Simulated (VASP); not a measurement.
# Sr3Ag (Pm-3m) in VASP: a series of runs

Runs on Sr3Ag. Level: LDA. Tasks: single point, relaxation of volume and atoms at fixed shape.

Program: VASP 6.6.1. These are calculated values, not measurements. Logs are shortened: lines on timing, memory, paths and dates and some standing lists are left out, and cuts for length are marked.

## Step 1: The cell of the first run

Symmetry: Pm-3m, No. 221, cubic system. The conventional cell has a = 5.247 Å, b = 5.247 Å, c = 5.247 Å, α = 90.00°, β = 90.00°, γ = 90.00°. Sr (site symmetry 4/mmm) has 8 Sr at 3.71 Å and 4 Ag at 3.71 Å within 4.9 Å. Ag (site symmetry m-3m) has 12 Sr at 3.71 Å within 4.9 Å.

## Step 2: Single point, LDA

INCAR

```
PREC = Accurate
ENCUT = 520
EDIFF = 1E-7
ISMEAR = 0
SIGMA = 0.05
LREAL = False
LASPH = True
NELM = 100
ALGO = Normal
ISIF = 2
LWAVE = False
LCHARG = False
NBANDS = 28
```

KPOINTS

```
regular mesh
0
Gamma
  5 5 5
```

POSCAR

```
Sr3Ag
1.0
    5.2474264248      0.0000000000      0.0000000000
    0.0000000000      5.2474264248      0.0000000000
    0.0000000000      0.0000000000      5.2474264248
Sr Ag
3 1
Direct
    0.0000000000      0.5000000000      0.5000000000
    0.5000000000      0.0000000000      0.5000000000
    0.5000000000      0.5000000000      0.0000000000
    0.0000000000      0.0000000000      0.0000000000
```

Potentials or basis: VASP PAW LDA potentials, release 64 (Sr_sv, Ag).

On the command line:

```
$ cat potpaw_LDA.64/Sr_sv/POTCAR potpaw_LDA.64/Ag/POTCAR > POTCAR
$ mpirun -np 1 vasp_std > vasp.out
```

OUTCAR:

```text
PREC = Accurate
   ENCUT = 520
   EDIFF = 1E-7
   ISMEAR = 0
   LREAL = False
   LASPH = True
   NELM = 100
   ISIF = 2

 ion  position               nearest neighbor table
   1  0.000  0.500  0.500-   2 3.71   3 3.71   4 3.71   3 3.71   4 3.71   2 3.71   4 3.71   4 3.71
                             2 3.71   3 3.71   3 3.71   2 3.71
   2  0.500  0.000  0.500-   1 3.71   3 3.71   4 3.71   3 3.71   4 3.71   1 3.71   3 3.71   3 3.71
                             1 3.71   4 3.71   4 3.71   1 3.71
   3  0.500  0.500  0.000-   1 3.71   2 3.71   4 3.71   1 3.71   2 3.71   2 3.71   4 3.71   2 3.71
                             1 3.71   4 3.71   1 3.71   4 3.71
   4  0.000  0.000  0.000-   1 3.71   2 3.71   3 3.71   1 3.71   2 3.71   1 3.71   3 3.71   1 3.71
                             2 3.71   3 3.71   2 3.71   3 3.71

  LATTYP: Found a simple cubic cell.
 ALAT       =     5.2474264248

  Lattice vectors:

 A1 = (   5.2474264248,   0.0000000000,   0.0000000000)
 A2 = (   0.0000000000,   5.2474264248,   0.0000000000)
 A3 = (   0.0000000000,   0.0000000000,   5.2474264248)

Analysis of symmetry for initial positions (statically):
=====================================================================
 Subroutine PRICEL returns:
 Original cell was already a primitive cell.

 Routine SETGRP: Setting up the symmetry group for a
 simple cubic supercell.

 Subroutine GETGRP returns: Found 48 space group operations
 (whereof 48 operations were pure point group operations)
 out of a pool of 48 trial point group operations.

The static configuration has the point symmetry O_h .

Analysis of symmetry for dynamics (positions and initial velocities):
=====================================================================
 Subroutine PRICEL returns:
 Original cell was already a primitive cell.

 Routine SETGRP: Setting up the symmetry group for a
 simple cubic supercell.

 Subroutine GETGRP returns: Found 48 space group operations
 (whereof 48 operations were pure point group operations)
 out of a pool of 48 trial point group operations.

The dynamic configuration has the point symmetry O_h .

 Subroutine INISYM returns: Found 48 space group operations
 (whereof 48 operations are pure point group operations),
 and found     1 'primitive' translations

----------------------------------------------------------------------------------------

                                     Primitive cell
[... 79 lines left out ...]
   NELM   =    100;   NELMIN=  2; NELMDL= -5     # of ELM steps
   EDIFF  = 0.1E-06   stopping-criterion for ELM
   LREAL  =      F    real-space projection
   EDIFFG = 0.1E-05   stopping-criterion for IOM
   NSW    =      0    number of steps for IOM
   IBRION =     -1    ionic relax: 0-MD 1-quasi-New 2-CG
   NFREE  =      0    steps in history (QN), initial steepest desc. (CG)
   ISIF   =      2    stress and relaxation
   ISYM   =      2    0-nonsym 1-usesym 2-fastsym
   POTIM  = 0.5000    time-step for ionic-motion
   TEBEG  =    0.0;   TEEND  =   0.0 temperature during run
   PSTRESS=    0.0 pullay stress
   NELECT =      41.0000    total number of electrons
   NUPDOWN=      -1.0000    fix difference up-down
   EMIN   =  10.00;   EMAX   =-10.00  energy-range for DOS
   EFERMI =   0.00;   METHOD = LEGACY
   ISMEAR =     0;   SIGMA  =   0.05  broadening in eV -4-tet -1-fermi 0-gaus
   EFERMI_NEDOS =   21; number of points for ismear=-14 and -15
   IALGO  =     38    algorithm
   IMIX   =      4    mixing-type and parameters
     AMIX     =   0.40;   BMIX     =  1.00
     AMIX_MAG =   1.60;   BMIX_MAG =  1.00
  volume/ion in A,a.u.               =      36.12       243.77
  Fermi-wavevector in a.u.,A,eV,Ry     =   1.075779  2.032928 15.746031  1.157301
  Thomas-Fermi vector in A             =   2.211645
   LORBIT       =      0    0 simple, 1 ext, 2 COOP (PROOUT), +10 PAW based schemes
   GGA     = CA    functional components
   LHFCALC =     F    Hartree Fock is set to
   AEXX    =    0.0000 exact exchange contribution
   IVDW    =     0    specifies the selected vdW correction
   LEPSILON=     F    determine dielectric tensor
   LRPA    =     F    only Hartree local field effects (RPA)
 non-spin polarized calculation
 Gauss-broadening in eV      SIGMA  =   0.05
  energy-cutoff  :      520.00
  volume of cell :      144.49
 maximum number of plane-waves:      3905
 NGX is ok and might be reduce to    40
   NGX = 19   NGY = 19   NGZ = 19

 number of electron      41.0000011 magnetization

 Free energy of the ion-electron system (eV)
  ---------------------------------------------------
  ext. energy  EPLUGINS =         0.00000000
  ---------------------------------------------------
  free energy    TOTEN  =        -9.23886450 eV

  energy without entropy =       -9.23010106  energy(sigma->0) =       -9.23448278

 E-fermi :   2.9076     XC(G=0):  -8.9401

 val. band max:        2.8183710480   @ k =   0.2000   0.2000   0.2000
 cond. band min:       2.9311026858   @ k =   0.4000   0.2000   0.0000
 fundamental gap:      0.1127316378
 Fermi energy:         2.9076311637

 k-point     1 :       0.0000    0.0000    0.0000
  band No.  band energies     occupation
      1     -33.0862      2.00000
      2     -32.9960      2.00000
      3     -32.9960      2.00000
      4     -15.4454      2.00000
      5     -15.4454      2.00000
      6     -15.4454      2.00000
[... 299 lines left out ...]
     27       5.3279      0.00000
     28       5.6786      0.00000

------------------------ aborting loop because EDIFF is reached ----------------------------------------

  FORCE on cell =-STRESS in cart. coord.  units (eV):
  Direction    XX          YY          ZZ          XY          YZ          ZX
  --------------------------------------------------------------------------------------
  -------------------------------------------------------------------------------------
  Total        0.0255836      0.0255836      0.0255836      0.0000000      0.0000000      0.0000000
  in kB        0.2836828      0.2836828      0.2836828      0.0000000      0.0000000      0.0000000
  external PRESSURE =       0.2836828 kB  Pullay stress =       0.0000000 kB

 VOLUME and BASIS-vectors are now :
 -----------------------------------------------------------------------------
  energy-cutoff  :      520.00
  volume of cell :      144.49
      direct lattice vectors                 reciprocal lattice vectors
     5.247426425  0.000000000  0.000000000     0.190569609  0.000000000  0.000000000
     0.000000000  5.247426425  0.000000000     0.000000000  0.190569609  0.000000000
     0.000000000  0.000000000  5.247426425     0.000000000  0.000000000  0.190569609

 POSITION                                       TOTAL-FORCE (eV/Angst)
 -----------------------------------------------------------------------------------
      0.00000      2.62371      2.62371         0.000000      0.000000      0.000000
      2.62371      0.00000      2.62371         0.000000      0.000000      0.000000
      2.62371      2.62371      0.00000         0.000000      0.000000      0.000000
      0.00000      0.00000      0.00000         0.000000      0.000000      0.000000
 -----------------------------------------------------------------------------------
    total drift:                                0.000000     -0.000000     -0.000000

  FREE ENERGIE OF THE ION-ELECTRON SYSTEM (eV)
  ---------------------------------------------------
  free  energy   TOTEN  =        -9.2388645040 eV

  energy  without entropy=       -9.2301010640  energy(sigma->0) =       -9.23448278
```

stdout:

```text
POSCAR found type information on POSCAR SrAg
 POSCAR found :  2 types and       4 ions
 scaLAPACK will be used
 LDA part: xc-table for (Slater(with rela. corr.)+CA(PZ))
 , standard interpolation
 POSCAR, INCAR and KPOINTS ok, starting setup
 FFT: planning ... GRIDC
 FFT: planning ... GRID_SOFT
 FFT: planning ... GRID
 WAVECAR not read
 entering main loop
```

It took 74 s on 1 thread of AMD EPYC 7R13, shared host; peak memory 0.18 GiB.

What came out:

* Free energy: -9.2389 eV
* Pressure: 0.0 GPa

Levels at points of the mesh, in eV from the Fermi level:
```tsv
k point	band 16	band 17	band 18	band 19	band 20	band 21	band 22	band 23	band 24	band 25
(0.00, 0.00, 0.00)	-4.28	-4.28	-4.28	-1.65	0.43	0.43	0.76	0.76	0.76	1.85
```

## Step 3: Relaxation of volume and atoms at fixed shape, LDA

This run uses another cell than the first one, of 41.39 Å³/atom, 1.146 times its volume.

INCAR

```
ALGO = Normal ; EDIFF = 1E-7
EDIFFG = -0.01 ; ENCUT = 600
GGA = CA ; IBRION = 2
ISIF = 8 ; ISMEAR = 0
LASPH = T ; LCHARG = F
LREAL = F ; LWAVE = F
NELM = 80 ; NSW = 80
PREC = Accurate ; SIGMA = 0.05
```

KPOINTS

```
k-points
0
Gamma
  5 5 5
```

POSCAR

```
Sr3Ag
1.0
    5.4908750000      0.0000000000      0.0000000000
    0.0000000000      5.4908750000      0.0000000000
    0.0000000000      0.0000000000      5.4908750000
Sr Ag
3 1
Direct
    0.0000000000      0.5000000000      0.5000000000
    0.5000000000      0.0000000000      0.5000000000
    0.5000000000      0.5000000000      0.0000000000
    0.0000000000      0.0000000000      0.0000000000
```

Potentials or basis: VASP PAW LDA potentials, release 64 (Sr_sv, Ag).

On the command line:

```
$ cat potpaw_LDA.64/Sr_sv/POTCAR potpaw_LDA.64/Ag/POTCAR > POTCAR
$ mpirun -np 1 vasp_std > vasp.out
```

Run time: 5.6 min. Hardware: 1 thread of AMD EPYC 7R13, shared host; peak memory 0.25 GiB.

The run converged. Its results:

| Quantity | Value |
| --- | --- |
| Free energy | -9.2401 eV |
| Relaxed volume | 36.19 Å³/atom |
| Relaxed cell | a = 5.251 Å, b = 5.251 Å, c = 5.251 Å, α = 90.00°, β = 90.00°, γ = 90.00° |
| Space group after relaxing (to 0.05 Å) | Pm-3m (No. 221) |
| Energy gained by relaxing | 37.9 meV/atom |
| Ionic steps | 4 |
| Pressure after relaxing | 0.0 GPa |

The path:
| step | energy change (eV) | largest force (eV/Å) | pressure (GPa) | volume (Å³) |
| --- | --- | --- | --- | --- |
| 1 | 0.0000 | 0.0000 | -2.11 | 165.55 |
| 2 | -0.1257 | 0.0000 | -0.99 | 152.85 |
| 3 | -0.1514 | 0.0000 | -0.11 | 145.57 |
| 4 | -0.1516 | 0.0000 | 0.00 | 144.76 |

Final structure:
```
CELL_PARAMETERS angstrom
5.25072 0.00000 0.00000
0.00000 5.25072 0.00000
0.00000 0.00000 5.25072
ATOMIC_POSITIONS crystal
Sr 0.00000 0.50000 0.50000
Sr 0.50000 0.00000 0.50000
Sr 0.50000 0.50000 0.00000
Ag 0.00000 0.00000 0.00000
```

Levels at points of the mesh, in eV from the Fermi level:
```csv
k point,band 17,band 18,band 19,band 20,band 21,band 22,band 23,band 24
"(0.00, 0.00, 0.00)",-4.28,-4.28,-1.65,0.43,0.43,0.76,0.76,0.76
```
